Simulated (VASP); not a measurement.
Write the native input for VASP 6.6.1 that does the following.

```
Task                   : single point
Functional             : LDA
Potentials or basis    : VASP PAW LDA potentials, release 64 (Ga_d)
Cutoff                 : 520 eV
k mesh                 : 16 × 16 × 14
Occupations            : fermi-dirac, width 0.15 eV
Spin                   : no spin polarisation
Dipole correction      : no
Further INCAR settings : ALGO = Fast; EDIFF = 1e-06; NBANDS = 20
```

The structure of Ga lies in POSCAR:

```
Ga
1.0
    1.3590764886     -3.9284028059      0.0000000000
    1.3590764886      3.9284028059      0.0000000000
    0.0000000000      0.0000000000      3.3126233070
Ga
2
Direct
    0.8662791177      0.1337208823      0.2500000000
    0.1337208823      0.8662791177      0.7500000000
```

The input as run:

INCAR

```
SYSTEM = Ga
PREC = Accurate ; ENCUT = 520
EDIFF = 1E-6 ; ISMEAR = -1
SIGMA = 0.15 ; LREAL = .FALSE.
LASPH = .TRUE. ; NELM = 60
ALGO = Fast ; ISIF = 2
LWAVE = .FALSE. ; LCHARG = .FALSE.
GGA = CA ; NBANDS = 20
```

KPOINTS

```
regular mesh
0
G
  16 16 14
  0 0 0
```

Potentials or basis: VASP PAW LDA potentials, release 64 (Ga_d).

Launch:

```sh
$ cat potpaw_LDA.64/Ga_d/POTCAR > POTCAR
$ mpirun -np 1 vasp_std > vasp.out
```

It gave:

The pressure is -1.1 GPa. The band gap on the k mesh is zero (bands 13 and 14 overlap by 8.61 eV).

Run time: 11 min on 1 thread of AMD EPYC 7R13, on a shared host, peak memory 0.38 GiB.
